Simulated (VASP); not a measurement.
# Si3N4 (P6_3/m) in VASP: notebook, part 2 of 2

VASP 6.6.1. Earlier steps stand in the parts before.

### Step 3. Single point, PBE (z stretched by -2 %, then relaxed in part)

The input, INCAR:

```
  ALGO = Normal
  EDIFF = 1E-7
  ENCUT = 520
  GGA = PE
  ISIF = 2
  ISMEAR = -1
  LASPH = T
  LCHARG = T
  LELF = T
  LREAL = F
  LVHAR = T
  LWAVE = F
  NBANDS = 45
  NELM = 80
  PREC = Accurate
  SIGMA = 0.02
```

The input, KPOINTS:

```
k-points
0
Gamma
  4 4 10
```

The input, POSCAR:

```
Si3N4
1.0
    7.5950000000      0.0000000000      0.0000000000
   -3.7975000000      6.5774629417      0.0000000000
    0.0000000000      0.0000000000      2.8442540000
Si N
6 8
Direct
    0.7661553690      0.1732665992      0.3256287612
    0.5928887698      0.7661553690      0.8256287612
    0.8267334008      0.5928887698      0.3256287612
    0.2338446310      0.8267334008      0.8256287612
    0.4071112302      0.2338446310      0.3256287612
    0.1732665992      0.4071112302      0.8256287612
    0.0270873951      0.3294137897      0.3256286834
    0.6976736054      0.0270873951      0.8256286834
    0.6705862103      0.6976736054      0.3256286834
    0.9729126049      0.6705862103      0.8256286834
    0.3023263946      0.9729126049      0.3256286834
    0.3294137897      0.3023263946      0.8256286834
    0.3333333333      0.6666666667     -0.1743723338
    0.6666666667      0.3333333333      0.3256276662
```

Potentials or basis: VASP PAW PBE potentials, release 64 (Si, N).

Started as:

```console
> cat potpaw_PBE.64/Si/POTCAR potpaw_PBE.64/N/POTCAR > POTCAR
> mpirun -np 1 vasp_std > vasp.out
```

OUTCAR:

```text
EDIFF = 1E-7
   ENCUT = 520
   GGA = PE
   ISIF = 2
   ISMEAR = -1
   LASPH = T
   LREAL = F
   NELM = 80
   PREC = Accurate

 ion  position               nearest neighbor table
   1  0.766  0.173  0.326-   8 1.72   8 1.72  14 1.72   7 1.73   3 2.98   5 2.98   2 3.04   2 3.04
                             6 3.04   6 3.04
   2  0.593  0.766  0.826-   9 1.72   9 1.72  13 1.72   8 1.73   6 2.98   4 2.98   1 3.04   1 3.04
                             3 3.04   3 3.04
   3  0.827  0.593  0.326-  10 1.72  10 1.72  14 1.72   9 1.73   1 2.98   5 2.98   4 3.04   4 3.04
                             2 3.04   2 3.04
   4  0.234  0.827  0.826-  11 1.72  11 1.72  13 1.72  10 1.73   6 2.98   2 2.98   5 3.04   5 3.04
                             3 3.04   3 3.04
   5  0.407  0.234  0.326-  12 1.72  12 1.72  14 1.72  11 1.73   3 2.98   1 2.98   4 3.04   4 3.04
                             6 3.04   6 3.04
   6  0.173  0.407  0.826-   7 1.72   7 1.72  13 1.72  12 1.73   4 2.98   2 2.98   1 3.04   1 3.04
                             5 3.04   5 3.04
   7  0.027  0.329  0.326-   6 1.72   6 1.72   1 1.73
   8  0.698  0.027  0.826-   1 1.72   1 1.72   2 1.73
   9  0.671  0.698  0.326-   2 1.72   2 1.72   3 1.73
  10  0.973  0.671  0.826-   3 1.72   3 1.72   4 1.73
  11  0.302  0.973  0.326-   4 1.72   4 1.72   5 1.73
  12  0.329  0.302  0.826-   5 1.72   5 1.72   6 1.73
  13  0.333  0.667  0.826-   4 1.72   6 1.72   2 1.72
  14  0.667  0.333  0.326-   1 1.72   3 1.72   5 1.72

  LATTYP: Found a hexagonal cell.
 ALAT       =     7.5950000000
 C/A-ratio  =     0.3744903226

  Lattice vectors:

 A1 = (   7.5950000000,   0.0000000000,   0.0000000000)
 A2 = (  -3.7975000000,   6.5774629417,   0.0000000000)
 A3 = (   0.0000000000,   0.0000000000,   2.8442540000)

Analysis of symmetry for initial positions (statically):
=====================================================================
 Subroutine PRICEL returns:
 Original cell was already a primitive cell.

[... 178 lines left out ...]
  energy-cutoff  :      520.00
  volume of cell :      142.09
 maximum number of plane-waves:      3862
   NGX = 29   NGY = 29   NGZ = 11

 number of electron      64.0000004 magnetization

 Free energy of the ion-electron system (eV)
  ---------------------------------------------------
  ext. energy  EPLUGINS =         0.00000000
  ---------------------------------------------------
  free energy    TOTEN  =      -114.25331562 eV

  energy without entropy =     -114.25331562  energy(sigma->0) =     -114.25331562

 E-fermi :   7.4168     XC(G=0): -10.9117

 val. band max:        6.9878670972   @ k =   0.0000   0.0000   0.1000
 cond. band min:      11.6758829336   @ k =   0.5000   0.0000   0.4000
 fundamental gap:      4.6880158365
 Fermi energy:         7.4167698513

 k-point     1 :       0.0000    0.0000    0.0000
  band No.  band energies     occupation
      1     -11.3982      2.00000
      2      -9.9137      2.00000
      3      -9.9137      2.00000
      4      -9.2496      2.00000
      5      -9.1588      2.00000
      6      -9.1588      2.00000
[... 1117 lines left out ...]
     43      14.6853      0.00000
     44      14.6853      0.00000
 [bands above 44 left out]

------------------------ aborting loop because EDIFF is reached ----------------------------------------

  FORCE on cell =-STRESS in cart. coord.  units (eV):
  Direction    XX          YY          ZZ          XY          YZ          ZX
  --------------------------------------------------------------------------------------
  -------------------------------------------------------------------------------------
  Total        7.7562110      7.7562110     15.9344699     -0.0000000      0.0000000      0.0000000
  in kB       87.4592261     87.4592261    179.6774760     -0.0000005      0.0000000      0.0000000
  external PRESSURE =     118.1986427 kB  Pullay stress =       0.0000000 kB

 VOLUME and BASIS-vectors are now :
 -----------------------------------------------------------------------------
  energy-cutoff  :      520.00
  volume of cell :      142.09
      direct lattice vectors                 reciprocal lattice vectors
     7.595000000  0.000000000  0.000000000     0.131665569  0.076017152  0.000000000
    -3.797500000  6.577462942  0.000000000     0.000000000  0.152034304  0.000000000
     0.000000000  0.000000000  2.844254000     0.000000000  0.000000000  0.351586040

 POSITION                                       TOTAL-FORCE (eV/Angst)
 -----------------------------------------------------------------------------------
      5.16097      1.13965      0.92617         0.008209      0.000491      0.000000
      1.59352      5.03936      2.34830         0.003679      0.007355      0.000000
      4.02755      3.89970      0.92617        -0.004530      0.006864      0.000000
     -1.36347      5.43781      2.34830        -0.008209     -0.000491      0.000000
      2.20398      1.53810      0.92617        -0.003679     -0.007355      0.000000
     -0.23005      2.67776      2.34830         0.004530     -0.006864      0.000000
     -1.04522      2.16671      0.92617        -0.003428     -0.001271      0.000000
      5.19597      0.17817      2.34830        -0.000613     -0.003604      0.000000
      2.44369      4.58892      0.92617         0.002815     -0.002333      0.000000
      4.84272      4.41076      2.34830         0.003428      0.001271      0.000000
     -1.39847      6.39930      0.92617         0.000613      0.003604      0.000000
      1.35381      1.98854      2.34830        -0.002815      0.002333      0.000000
     -0.00000      4.38498      2.34829        -0.000000     -0.000000     -0.000000
      3.79750      2.19249      0.92617        -0.000000     -0.000000     -0.000000
 -----------------------------------------------------------------------------------
    total drift:                                0.000000      0.000000      0.005756

  FREE ENERGIE OF THE ION-ELECTRON SYSTEM (eV)
  ---------------------------------------------------
  free  energy   TOTEN  =      -114.2533156196 eV

  energy  without entropy=     -114.2533156196  energy(sigma->0) =     -114.25331562
```

Run time: 1.8 min. Hardware: 1 thread of AMD EPYC 9R45 (Zen 5), shared host; peak memory 0.28 GiB.

What came out:

| Item | Value |
| --- | --- |
| Free energy | -114.2533 eV |
| Pressure | 11.8 GPa |
| Largest force | 0.008 eV/Å |
| Band gap on the k mesh | 4.69 eV (least direct gap 4.82 eV) |

Forces in eV/Å, atoms in the order of the input:
```
Si   0.008  0.000  0.000
Si   0.004  0.007  0.000
Si  -0.005  0.007  0.000
Si  -0.008  0.000  0.000
Si  -0.004 -0.007  0.000
Si   0.005 -0.007  0.000
N   -0.003 -0.001  0.000
N   -0.001 -0.004  0.000
N    0.003 -0.002  0.000
N    0.003  0.001  0.000
N    0.001  0.004  0.000
N   -0.003  0.002  0.000
N    0.000  0.000  0.000
N    0.000  0.000  0.000
```

Stress tensor (GPa, compression positive):
```
 8.75  0.00  0.00
 0.00  8.75  0.00
 0.00  0.00 17.97
```

Caveat: the cell differs from its parent crystal (z stretched by -2 %, then relaxed in part); the cell stands under pressure. A k mesh can miss the band edges.

### Step 4. Single point, PBE (z stretched by -1 %, then relaxed in part)

The input, INCAR:

```
SYSTEM = Si3N4
  ALGO = Normal
  EDIFF = 1E-6
  ENCUT = 520
  GGA = PE
  ISIF = 2
  ISMEAR = -1
  LASPH = .TRUE.
  LCHARG = .FALSE.
  LREAL = .FALSE.
  LWAVE = .FALSE.
  NBANDS = 45
  NELM = 100
  PREC = Accurate
  SIGMA = 0.02
```

The input, KPOINTS:

```
k-points
0
G
  4 4 10
  0 0 0
```

The input, POSCAR:

```
Si3N4
1.0
    7.5950000000      0.0000000000      0.0000000000
   -3.7975000000      6.5774629417      0.0000000000
    0.0000000000      0.0000000000      2.8732770000
Si N
6 8
Direct
    0.7665273718      0.1731672892      0.3256308091
    0.5933600826      0.7665273718      0.8256308091
    0.8268327108      0.5933600826      0.3256308091
    0.2334726282      0.8268327108      0.8256308091
    0.4066399174      0.2334726282      0.3256308091
    0.1731672892      0.4066399174      0.8256308091
    0.0280855863      0.3294542290      0.3256320268
    0.6986313572      0.0280855863      0.8256320268
    0.6705457710      0.6986313572      0.3256320268
    0.9719144137      0.6705457710      0.8256320268
    0.3013686428      0.9719144137      0.3256320268
    0.3294542290      0.3013686428      0.8256320268
    0.3333333333      0.6666666667     -0.1743885078
    0.6666666667      0.3333333333      0.3256114922
```

Potentials or basis: VASP PAW PBE potentials, release 64 (Si, N).

Started as:

```console
> cat potpaw_PBE.64/Si/POTCAR potpaw_PBE.64/N/POTCAR > POTCAR
> mpirun -np 1 vasp_std > vasp.out
```

OUTCAR:

```text
SYSTEM = Si3N4
   EDIFF = 1E-6
   ENCUT = 520
   GGA = PE
   ISIF = 2
   ISMEAR = -1
   LASPH = .TRUE.
   LREAL = .FALSE.
   NELM = 100
   PREC = Accurate

 ion  position               nearest neighbor table
   1  0.767  0.173  0.326-   8 1.73   8 1.73  14 1.73   7 1.73   3 2.99   5 2.99   2 3.04   2 3.04
                             6 3.04   6 3.04
   2  0.593  0.767  0.826-   9 1.73   9 1.73  13 1.73   8 1.73   6 2.99   4 2.99   1 3.04   1 3.04
                             3 3.04   3 3.04
   3  0.827  0.593  0.326-  10 1.73  10 1.73  14 1.73   9 1.73   1 2.99   5 2.99   4 3.04   4 3.04
                             2 3.04   2 3.04
   4  0.233  0.827  0.826-  11 1.73  11 1.73  13 1.73  10 1.73   6 2.99   2 2.99   5 3.04   5 3.04
                             3 3.04   3 3.04
   5  0.407  0.233  0.326-  12 1.73  12 1.73  14 1.73  11 1.73   3 2.99   1 2.99   4 3.04   4 3.04
                             6 3.04   6 3.04
   6  0.173  0.407  0.826-   7 1.73   7 1.73  13 1.73  12 1.73   4 2.99   2 2.99   1 3.04   1 3.04
                             5 3.04   5 3.04
   7  0.028  0.329  0.326-   6 1.73   6 1.73   1 1.73
   8  0.699  0.028  0.826-   1 1.73   1 1.73   2 1.73
   9  0.671  0.699  0.326-   2 1.73   2 1.73   3 1.73
  10  0.972  0.671  0.826-   3 1.73   3 1.73   4 1.73
  11  0.301  0.972  0.326-   4 1.73   4 1.73   5 1.73
  12  0.329  0.301  0.826-   5 1.73   5 1.73   6 1.73
  13  0.333  0.667  0.826-   4 1.73   6 1.73   2 1.73
  14  0.667  0.333  0.326-   1 1.73   3 1.73   5 1.73

  LATTYP: Found a hexagonal cell.
 ALAT       =     7.5950000000
 C/A-ratio  =     0.3783116524

  Lattice vectors:

 A1 = (   7.5950000000,   0.0000000000,   0.0000000000)
 A2 = (  -3.7975000000,   6.5774629417,   0.0000000000)
 A3 = (   0.0000000000,   0.0000000000,   2.8732770000)

Analysis of symmetry for initial positions (statically):
=====================================================================
 Subroutine PRICEL returns:
 Original cell was already a primitive cell.

 Routine SETGRP: Setting up the symmetry group for a
 hexagonal supercell.

 Subroutine GETGRP returns: Found  6 space group operations
 (whereof  3 operations were pure point group operations)
 out of a pool of 24 trial point group operations.

The static configuration has the point symmetry C_3 .
 The point group associated with its full space group is C_6 .

Analysis of symmetry for dynamics (positions and initial velocities):
=====================================================================
 Subroutine PRICEL returns:
 Original cell was already a primitive cell.

 Routine SETGRP: Setting up the symmetry group for a
 hexagonal supercell.

 Subroutine GETGRP returns: Found  6 space group operations
 (whereof  3 operations were pure point group operations)
 out of a pool of 24 trial point group operations.

The dynamic configuration has the point symmetry C_3 .
 The point group associated with its full space group is C_6 .

 Subroutine INISYM returns: Found  6 space group operations
 (whereof  3 operations are pure point group operations),
 and found     1 'primitive' translations

----------------------------------------------------------------------------------------

[... 100 lines left out ...]
   dimension x,y,z NGX =    56 NGY =   56 NGZ =   24
   dimension x,y,z NGXF=   112 NGYF=  112 NGZF=   48
   ions per type =               6   8
   NGX,Y,Z   is equivalent  to a cutoff of  12.26, 12.26, 13.89 a.u.
   NGXF,Y,Z  is equivalent  to a cutoff of  24.52, 24.52, 27.77 a.u.
 SYSTEM =  Si3N4
   PREC   = accura    normal or accurate (medium, high low for compatibility)
   ISTART =      0    job   : 0-new  1-cont  2-samecut
   ICHARG =      2    charge: 1-file 2-atom 10-const
   ISPIN  =      1    spin polarized calculation?
   LNONCOLLINEAR =      F non collinear calculations
   LSORBIT =      F    spin-orbit coupling
   LASPH  =      T    aspherical Exc in radial PAW
   ENCUT  =  520.0 eV  38.22 Ry    6.18 a.u.  14.12 14.12  5.34*2*pi/ulx,y,z
   NELM   =    100;   NELMIN=  2; NELMDL= -5     # of ELM steps
   EDIFF  = 0.1E-05   stopping-criterion for ELM
   LREAL  =      F    real-space projection
   EDIFFG = 0.1E-04   stopping-criterion for IOM
   NSW    =      0    number of steps for IOM
   IBRION =     -1    ionic relax: 0-MD 1-quasi-New 2-CG
   NFREE  =      0    steps in history (QN), initial steepest desc. (CG)
   ISIF   =      2    stress and relaxation
   ISYM   =      2    0-nonsym 1-usesym 2-fastsym
   POTIM  = 0.5000    time-step for ionic-motion
   TEBEG  =    0.0;   TEEND  =   0.0 temperature during run
   PSTRESS=    0.0 pullay stress
   NELECT =      64.0000    total number of electrons
   NUPDOWN=      -1.0000    fix difference up-down
   EMIN   =  10.00;   EMAX   =-10.00  energy-range for DOS
   EFERMI =   0.00;   METHOD = LEGACY
   ISMEAR =    -1;   SIGMA  =   0.02  broadening in eV -4-tet -1-fermi 0-gaus
   EFERMI_NEDOS =   21; number of points for ismear=-14 and -15
   IALGO  =     38    algorithm
   IMIX   =      4    mixing-type and parameters
     AMIX     =   0.40;   BMIX     =  1.00
     AMIX_MAG =   1.60;   BMIX_MAG =  1.00
  volume/ion in A,a.u.               =      10.25        69.19
  Fermi-wavevector in a.u.,A,eV,Ry     =   1.250682  2.363446 21.282310  1.564206
  Thomas-Fermi vector in A             =   2.384665
   LORBIT       =      0    0 simple, 1 ext, 2 COOP (PROOUT), +10 PAW based schemes
   GGA     = PE    functional components
   LHFCALC =     F    Hartree Fock is set to
   AEXX    =    0.0000 exact exchange contribution
   IVDW    =     0    specifies the selected vdW correction
   LEPSILON=     F    determine dielectric tensor
   LRPA    =     F    only Hartree local field effects (RPA)
 non-spin polarized calculation
  energy-cutoff  :      520.00
  volume of cell :      143.54
 maximum number of plane-waves:      3902
   NGX = 29   NGY = 29   NGZ = 11

 number of electron      64.0000006 magnetization

 Free energy of the ion-electron system (eV)
  ---------------------------------------------------
  ext. energy  EPLUGINS =         0.00000000
  ---------------------------------------------------
  free energy    TOTEN  =      -114.38935356 eV

  energy without entropy =     -114.38935356  energy(sigma->0) =     -114.38935356

 E-fermi :   7.2930     XC(G=0): -10.8689

 val. band max:        6.8951659122   @ k =   0.0000   0.0000   0.2000
 cond. band min:      11.4512120633   @ k =   0.0000   0.0000   0.0000
 fundamental gap:      4.5560461512
 Fermi energy:         7.2929983085

 k-point     1 :       0.0000    0.0000    0.0000
  band No.  band energies     occupation
      1     -11.4201      2.00000
      2      -9.9431      2.00000
      3      -9.9431      2.00000
      4      -9.2836      2.00000
      5      -9.1815      2.00000
      6      -9.1815      2.00000
[... 1117 lines left out ...]
     43      14.5662      0.00000
     44      14.5662      0.00000
 [bands above 44 left out]

------------------------ aborting loop because EDIFF is reached ----------------------------------------

  FORCE on cell =-STRESS in cart. coord.  units (eV):
  Direction    XX          YY          ZZ          XY          YZ          ZX
  --------------------------------------------------------------------------------------
  -------------------------------------------------------------------------------------
  Total        6.6000547      6.6000547     10.7143075     -0.0000000      0.0000000      0.0000000
  in kB       73.6706387     73.6706387    119.5944442     -0.0000005      0.0000000      0.0000000
  external PRESSURE =      88.9785738 kB  Pullay stress =       0.0000000 kB

 VOLUME and BASIS-vectors are now :
 -----------------------------------------------------------------------------
  energy-cutoff  :      520.00
  volume of cell :      143.54
      direct lattice vectors                 reciprocal lattice vectors
     7.595000000  0.000000000  0.000000000     0.131665569  0.076017152  0.000000000
    -3.797500000  6.577462942  0.000000000     0.000000000  0.152034304  0.000000000
     0.000000000  0.000000000  2.873277000     0.000000000  0.000000000  0.348034666

 POSITION                                       TOTAL-FORCE (eV/Angst)
 -----------------------------------------------------------------------------------
      5.16417      1.13900      0.93563         0.007388      0.018387      0.000053
      1.59568      5.04181      2.37227        -0.012229      0.015592      0.000053
      4.02651      3.90280      0.93563        -0.019618     -0.002795      0.000053
     -1.36667      5.43846      2.37227        -0.007388     -0.018387      0.000053
      2.20182      1.53566      0.93563         0.012229     -0.015592      0.000053
     -0.22901      2.67466      2.37227         0.019618      0.002795      0.000053
     -1.03779      2.16697      0.93563        -0.009858     -0.004381     -0.000157
      5.19945      0.18473      2.37227        -0.001135     -0.010727     -0.000157
      2.43974      4.59522      0.93563         0.008723     -0.006346     -0.000157
      4.83529      4.41049      2.37227         0.009858      0.004381     -0.000157
     -1.40195      6.39273      0.93563         0.001135      0.010727     -0.000157
      1.35776      1.98224      2.37227        -0.008723      0.006346     -0.000157
     -0.00000      4.38498      2.37221         0.000000      0.000000      0.000312
      3.79750      2.19249      0.93557        -0.000000      0.000000      0.000312
 -----------------------------------------------------------------------------------
    total drift:                                0.000000      0.000000     -0.000756

  FREE ENERGIE OF THE ION-ELECTRON SYSTEM (eV)
  ---------------------------------------------------
  free  energy   TOTEN  =      -114.3893535573 eV

  energy  without entropy=     -114.3893535572  energy(sigma->0) =     -114.38935356
```

Run time: 1.7 min. Hardware: 1 thread of AMD EPYC 9R45 (Zen 5), shared host; peak memory 0.28 GiB.

What came out:

| Quantity | Value |
| --- | --- |
| Free energy | -114.3894 eV |
| Pressure | 8.9 GPa |
| Largest force | 0.020 eV/Å |
| Band gap on the k mesh | 4.56 eV (least direct gap 4.68 eV) |

Forces on the atoms (eV/Å):
```
Si   0.007  0.018  0.000
Si  -0.012  0.016  0.000
Si  -0.020 -0.003  0.000
Si  -0.007 -0.018  0.000
Si   0.012 -0.016  0.000
Si   0.020  0.003  0.000
N   -0.010 -0.004  0.000
N   -0.001 -0.011  0.000
N    0.009 -0.006  0.000
N    0.010  0.004  0.000
N    0.001  0.011  0.000
N   -0.009  0.006  0.000
N    0.000  0.000  0.000
N    0.000  0.000  0.000
```

Caveat: the cell differs from its parent crystal (z stretched by -1 %, then relaxed in part); the cell stands under pressure.

### Step 5. Summary

| cell | gap on the mesh (eV) | pressure (GPa) | largest force (eV/Å) |
| --- | --- | --- | --- |
| a = 7.544, b = 7.544, c = 2.883 Å, angles 90.0, 90.0, 120.0°, 14 atoms, atomic positions A | 4.43 | 11.6 | 0.01 |
| a = 7.595, b = 7.595, c = 2.844 Å, angles 90.0, 90.0, 120.0°, 14 atoms, atomic positions B | 4.69 | 11.8 | 0.01 |
| a = 7.595, b = 7.595, c = 2.873 Å, angles 90.0, 90.0, 120.0°, 14 atoms, atomic positions A | 4.56 | 8.9 | 0.02 |

Alike in all rows: task single point; level PBE; potentials or basis VASP PAW PBE potentials, release 64 (Si, N); no spin polarisation; k mesh 4 × 4 × 10; cutoff (eV) 520; smearing fermi-dirac 0.02 eV.

Caveats: the cell stands under pressure.

Total energies depend on the potentials used, so only differences within one code and one set of settings carry meaning.
